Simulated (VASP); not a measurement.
# Sc (P6_3/mmc) in VASP: single point with B3LYP

Aim: the single point of Sc with B3LYP.

All numbers are computed with VASP 6.6.1; they aren't measurements. Logs are shortened: lines on timing, memory, paths and dates and some standing lists are left out, and cuts for length are marked.

## (1) The cell of the first run

The structure is hexagonal, space group P6_3/mmc (No. 194). The conventional cell has a = 3.339 Å, b = 3.339 Å, c = 5.194 Å, α = 90.00°, β = 90.00°, γ = 120.00°. Within 4.3 Å of Sc (site symmetry -6m2) lie 12 Sc at 3.23 to 3.34 Å.

## (2) Single point, B3LYP

Contents of POSCAR:

```
Sc
1.0
    3.3391198190      0.0000000000      0.0000000000
   -1.6695599095      2.8917625895      0.0000000000
    0.0000000000      0.0000000000      5.1942832956
Sc
2
Direct
    0.3333333333      0.6666666667      0.2500000000
    0.6666666667      0.3333333333      0.7500000000
```

Contents of INCAR.step1:

```
SYSTEM = Sc
PREC = Accurate ; ENCUT = 400
EDIFF = 1E-5 ; ISMEAR = -1
SIGMA = 0.1 ; LREAL = .False.
LASPH = .True. ; NELM = 120
ALGO = Normal ; ISIF = 2
LWAVE = .True. ; GGA = PE
NBANDS = 18 ; GGA_COMPAT = .False.
```

Contents of INCAR.step2:

```
SYSTEM = Sc
PREC = Accurate ; ENCUT = 400
EDIFF = 1E-6 ; ISMEAR = -1
SIGMA = 0.1 ; LREAL = .False.
LASPH = .True. ; NELM = 120
ALGO = Normal ; ISIF = 2
LWAVE = .False. ; LCHARG = .True.
GGA = B3 ; LHFCALC = .True.
AEXX = 0.2 ; AGGAX = 0.72
AGGAC = 0.81 ; ALDAC = 0.19
PRECFOCK = Normal ; LELF = .True.
LVHAR = .True. ; ISTART = 1
NBANDS = 18 ; GGA_COMPAT = .False.
```

Contents of KPOINTS:

```
regular mesh
0
Gamma
  6 6 3
  0 0 0
```

Potentials or basis: VASP PAW PBE potentials, release 64 (Sc_sv).

On the command line:

```bash
$ cat potpaw_PBE.64/Sc_sv/POTCAR > POTCAR
$ cp INCAR.step1 INCAR
$ mpirun -np 1 vasp_std > vasp.out
$ cp INCAR.step2 INCAR
$ mpirun -np 1 vasp_std > vasp.out
```

OUTCAR:

```text
SYSTEM = Sc
   PREC = Accurate
   ENCUT = 400
   EDIFF = 1E-6
   ISMEAR = -1
   LREAL = .False.
   LASPH = .True.
   NELM = 120
   ISIF = 2
   GGA = B3
   LHFCALC = .True.
   AEXX = 0.2
   PRECFOCK = Normal
   ISTART = 1

 ion  position               nearest neighbor table
   1  0.333  0.667  0.250-   2 3.23   2 3.23   2 3.23   2 3.23   2 3.23   2 3.23
   2  0.667  0.333  0.750-   1 3.23   1 3.23   1 3.23   1 3.23   1 3.23   1 3.23

  LATTYP: Found a hexagonal cell.
 ALAT       =     3.3391198190
 C/A-ratio  =     1.5555845783

  Lattice vectors:

 A1 = (   3.3391198190,   0.0000000000,   0.0000000000)
 A2 = (  -1.6695599095,   2.8917625895,   0.0000000000)
 A3 = (   0.0000000000,   0.0000000000,   5.1942832956)

Analysis of symmetry for initial positions (statically):
=====================================================================
 Subroutine PRICEL returns:
 Original cell was already a primitive cell.

 Routine SETGRP: Setting up the symmetry group for a
 hexagonal supercell.

 Subroutine GETGRP returns: Found 24 space group operations
 (whereof 12 operations were pure point group operations)
 out of a pool of 24 trial point group operations.

The static configuration has the point symmetry D_3d.
 The point group associated with its full space group is D_6h.

Analysis of symmetry for dynamics (positions and initial velocities):
=====================================================================
 Subroutine PRICEL returns:
 Original cell was already a primitive cell.

 Routine SETGRP: Setting up the symmetry group for a
 hexagonal supercell.

 Subroutine GETGRP returns: Found 24 space group operations
 (whereof 12 operations were pure point group operations)
 out of a pool of 24 trial point group operations.

The dynamic configuration has the point symmetry D_3d.
 The point group associated with its full space group is D_6h.

 Subroutine INISYM returns: Found 24 space group operations
 (whereof 12 operations are pure point group operations),
 and found     1 'primitive' translations

----------------------------------------------------------------------------------------

                                     Primitive cell

  volume of cell :      50.1557

  direct lattice vectors                    reciprocal lattice vectors
     3.339119819  0.000000000  0.000000000     0.299480119  0.172904927  0.000000000
    -1.669559909  2.891762589  0.000000000     0.000000000  0.345809854  0.000000000
     0.000000000  0.000000000  5.194283296     0.000000000  0.000000000  0.192519342

  length of vectors
     3.339119819  3.339119819  5.194283296     0.345809854  0.345809854  0.192519342

  position of ions in fractional coordinates (direct lattice)
     0.333333333  0.666666667  0.250000000
     0.666666667  0.333333333  0.750000000

  ion indices of the primitive-cell ions
   primitive index   ion index
                 1           1
                 2           2

----------------------------------------------------------------------------------------

 KPOINTS: regular mesh

Automatic generation of k-mesh.
 Grid dimensions read from file:
 generate k-points for:    6    6    3

 Generating k-lattice:

  Cartesian coordinates                     Fractional coordinates (reciprocal lattice)
     0.049913353  0.028817488  0.000000000     0.166666667  0.000000000  0.000000000
     0.000000000  0.057634976  0.000000000     0.000000000  0.166666667  0.000000000
     0.000000000  0.000000000  0.064173114     0.000000000  0.000000000  0.333333333

  Length of vectors
     0.057634976  0.057634976  0.064173114

  Shift w.r.t. Gamma in fractional coordinates (k-lattice)
     0.000000000  0.000000000  0.000000000

 Subroutine IBZKPT returns following result:
 ===========================================

 Found     14 irreducible k-points:

 Following reciprocal coordinates:
            Coordinates               Weight
  0.000000  0.000000  0.000000      1.000000
  0.166667  0.000000  0.000000      6.000000
  0.333333  0.000000  0.000000      6.000000
  0.500000 -0.000000  0.000000      3.000000
  0.166667  0.166667  0.000000      6.000000
  0.333333  0.166667  0.000000     12.000000
  0.333333  0.333333  0.000000      2.000000
  0.000000  0.000000  0.333333      2.000000
  0.166667  0.000000  0.333333     12.000000
  0.333333  0.000000  0.333333     12.000000
  0.500000 -0.000000  0.333333      6.000000
  0.166667  0.166667  0.333333     12.000000
  0.333333  0.166667  0.333333     24.000000
  0.333333  0.333333  0.333333      4.000000
   k-points           NKPTS =     14   k-points in BZ     NKDIM =    108   number of bands    NBANDS=     18
   number of dos      NEDOS =    301   number of ions     NIONS =      2
   total plane-waves  NPLWV =  20736
   dimension x,y,z NGX =    24 NGY =   24 NGZ =   36
   dimension x,y,z NGXF=    48 NGYF=   48 NGZF=   72
   ions per type =               2
   NGX,Y,Z   is equivalent  to a cutoff of  11.95, 11.95, 11.52 a.u.
   NGXF,Y,Z  is equivalent  to a cutoff of  23.90, 23.90, 23.04 a.u.
 SYSTEM =  Sc
   PREC   = accura    normal or accurate (medium, high low for compatibility)
   ISTART =      1    job   : 0-new  1-cont  2-samecut
   ICHARG =      0    charge: 1-file 2-atom 10-const
   ISPIN  =      1    spin polarized calculation?
   LNONCOLLINEAR =      F non collinear calculations
   LSORBIT =      F    spin-orbit coupling
   LASPH  =      T    aspherical Exc in radial PAW
   ENCUT  =  400.0 eV  29.40 Ry    5.42 a.u.   5.45  5.45  8.47*2*pi/ulx,y,z
   NELM   =    120;   NELMIN=  2; NELMDL=  0     # of ELM steps
   EDIFF  = 0.1E-05   stopping-criterion for ELM
   LREAL  =      F    real-space projection
   EDIFFG = 0.1E-04   stopping-criterion for IOM
   NSW    =      0    number of steps for IOM
   IBRION =     -1    ionic relax: 0-MD 1-quasi-New 2-CG
   NFREE  =      0    steps in history (QN), initial steepest desc. (CG)
   ISIF   =      2    stress and relaxation
   ISYM   =      3    0-nonsym 1-usesym 2-fastsym
   POTIM  = 0.5000    time-step for ionic-motion
   TEBEG  =    0.0;   TEEND  =   0.0 temperature during run
   PSTRESS=    0.0 pullay stress
   NELECT =      22.0000    total number of electrons
   NUPDOWN=      -1.0000    fix difference up-down
   EMIN   =  10.00;   EMAX   =-10.00  energy-range for DOS
   EFERMI =   0.00;   METHOD = LEGACY
   ISMEAR =    -1;   SIGMA  =   0.10  broadening in eV -4-tet -1-fermi 0-gaus
   EFERMI_NEDOS =   21; number of points for ismear=-14 and -15
   IALGO  =     38    algorithm
   IMIX   =      1    mixing-type and parameters
     AMIX     =   0.40;   BMIX     =  1.00
     AMIX_MAG =   1.60;   BMIX_MAG =  1.00
  volume/ion in A,a.u.               =      25.08       169.23
  Fermi-wavevector in a.u.,A,eV,Ry     =   1.243872  2.350577 21.051167  1.547217
  Thomas-Fermi vector in A             =   2.378164
   LORBIT       =      0    0 simple, 1 ext, 2 COOP (PROOUT), +10 PAW based schemes
   GGA     = B3    functional components
   LHFCALC =     T    Hartree Fock is set to
   PRECFOCK=normal    Normal, Fast or Accurate (Low or Medium for compatibility)
   ENCUT4O =  -1.0   cutoff for four orbital integrals eV
   NKREDX  =     1    reduce k-point grid by
   NKREDY  =     1    reduce k-point grid by
   NKREDZ  =     1    reduce k-point grid by
   AEXX    =    0.2000 exact exchange contribution
   HFSCREEN=    0.0000 screening length (either q_TF or 0.3 A-1)
   HFSCREENC=   0.0000 screening length for correlation (either q_TF or 0.3 A-1)
   ENCUTFOCK=  -1.0 apply spherical cutoff to Coloumb kernel
   IVDW    =     0    specifies the selected vdW correction
   LEPSILON=     F    determine dielectric tensor
   LRPA    =     F    only Hartree local field effects (RPA)
 non-spin polarized calculation
  energy-cutoff  :      400.00
  volume of cell :       50.16
 maximum number of plane-waves:       929
 NGX is ok and might be reduce to    24
  NGX = 18; NGY = 18; NGZ = 28

 number of electron      22.0000004 magnetization

 Free energy of the ion-electron system (eV)
  ---------------------------------------------------
  ext. energy  EPLUGINS =         0.00000000
  ---------------------------------------------------
  free energy    TOTEN  =       -13.95575186 eV

  energy without entropy =      -13.90625862  energy(sigma->0) =      -13.93100524

 E-fermi :   3.7982     XC(G=0):  -7.9040

 val. band max:        3.6894365435   @ k =   0.3333   0.1667   0.3333
 cond. band min:       4.0131252031   @ k =   0.3333   0.0000   0.3333
 fundamental gap:      0.3236886596
 Fermi energy:         3.7982041606

 k-point     1 :       0.0000    0.0000    0.0000
  band No.  band energies     occupation
      1     -49.4088      2.00000
      2     -49.3380      2.00000
      3     -27.1193      2.00000
      4     -26.7419      2.00000
      5     -26.7419      2.00000
      6     -26.6834      2.00000
[... 10 lines left out ...]
     17       6.9836      0.00000
     18       6.9836      0.00000

 k-point     2 :       0.1667    0.0000    0.0000
  band No.  band energies     occupation
      1     -49.3966      2.00000
      2     -49.3341      2.00000
      3     -27.0836      2.00000
      4     -26.8062      2.00000
      5     -26.7635      2.00000
      6     -26.7454      2.00000
[... 10 lines left out ...]
     17       7.0021      0.00000
     18       7.0887      0.00000

 k-point     3 :       0.3333    0.0000    0.0000
  band No.  band energies     occupation
      1     -49.3696      2.00000
      2     -49.3294      2.00000
      3     -26.9957      2.00000
      4     -26.9409      2.00000
      5     -26.8692      2.00000
      6     -26.8040      2.00000
[... 10 lines left out ...]
     17       7.8531      0.00000
     18       7.9882      0.00000

 k-point     4 :       0.5000   -0.0000    0.0000
  band No.  band energies     occupation
      1     -49.3527      2.00000
      2     -49.3302      2.00000
      3     -27.0104      2.00000
      4     -26.9301      2.00000
      5     -26.9266      2.00000
      6     -26.8233      2.00000
[... 165 lines left out ...]
      4     -26.9240      2.00000
      5     -26.8096      2.00000
      6     -26.7936      2.00000
[... 10 lines left out ...]
     17       7.8906      0.00000
     18       7.9718      0.00000

 k-point    13 :       0.3333    0.1667    0.3333
  band No.  band energies     occupation
      1     -49.3471      2.00000
      2     -49.3357      2.00000
      3     -27.0303      2.00000
      4     -26.9926      2.00000
      5     -26.8582      2.00000
      6     -26.8070      2.00000
[... 10 lines left out ...]
     17       8.1643      0.00000
     18       8.6952      0.00000

 k-point    14 :       0.3333    0.3333    0.3333
  band No.  band energies     occupation
      1     -49.3374      2.00000
      2     -49.3374      2.00000
      3     -26.9905      2.00000
      4     -26.9905      2.00000
      5     -26.9246      2.00000
      6     -26.8492      2.00000
[... 10 lines left out ...]
     17       8.2803      0.00000
     18       8.2803      0.00000

------------------------ aborting loop because EDIFF is reached ----------------------------------------

  FORCE on cell =-STRESS in cart. coord.  units (eV):
  Direction    XX          YY          ZZ          XY          YZ          ZX
  --------------------------------------------------------------------------------------
  -------------------------------------------------------------------------------------
  Total        0.2031873      0.2031873      0.0232946      0.0000000      0.0000000      0.0000000
  in kB        6.4906315      6.4906315      0.7441237      0.0000000      0.0000000      0.0000000
  external PRESSURE =       4.5751289 kB  Pullay stress =       0.0000000 kB

 VOLUME and BASIS-vectors are now :
 -----------------------------------------------------------------------------
  energy-cutoff  :      400.00
  volume of cell :       50.16
      direct lattice vectors                 reciprocal lattice vectors
     3.339119819  0.000000000  0.000000000     0.299480119  0.172904927  0.000000000
    -1.669559909  2.891762589  0.000000000     0.000000000  0.345809854  0.000000000
     0.000000000  0.000000000  5.194283296     0.000000000  0.000000000  0.192519342

 POSITION                                       TOTAL-FORCE (eV/Angst)
 -----------------------------------------------------------------------------------
     -0.00000      1.92784      1.29857         0.000000      0.000000      0.000000
      1.66956      0.96392      3.89571        -0.000000     -0.000000      0.000000
 -----------------------------------------------------------------------------------
    total drift:                                0.000000     -0.000000     -0.000000

  FREE ENERGIE OF THE ION-ELECTRON SYSTEM (eV)
  ---------------------------------------------------
  free  energy   TOTEN  =       -13.9557518626 eV

  energy  without entropy=      -13.9062586230  energy(sigma->0) =      -13.93100524
```

Wall time 53 min (1 thread of Intel Xeon Platinum 8375C at 2.90GHz (Ice Lake), shared host); peak memory 0.15 GiB.

What came out:

| Property | Result |
| --- | --- |
| Free energy | -13.9558 eV |
| Pressure | 0.5 GPa |
| Band gap on the k mesh | zero (bands 11 and 12 overlap by 1.99 eV) |

Levels at points of the mesh, in eV from the Fermi level:
```
           k point  band 7  band 8  band 9  band 10  band 11  band 12  band 13  band 14  band 15  band 16
(0.00, 0.00, 0.00)  -30.48  -30.48   -6.15    -2.01     0.92     2.43     2.43     2.72     2.91     2.91
(0.50, 0.00, 0.00)  -30.59  -30.51   -2.12    -1.37    -0.97    -0.77     1.97     2.11     2.68     4.63
```

Caveat: the k points lie up to 0.40 Å⁻¹ apart, too coarse for converged energies and pressures of a metal; the PAW data sets were made with another functional, which shifts forces and pressure a little.
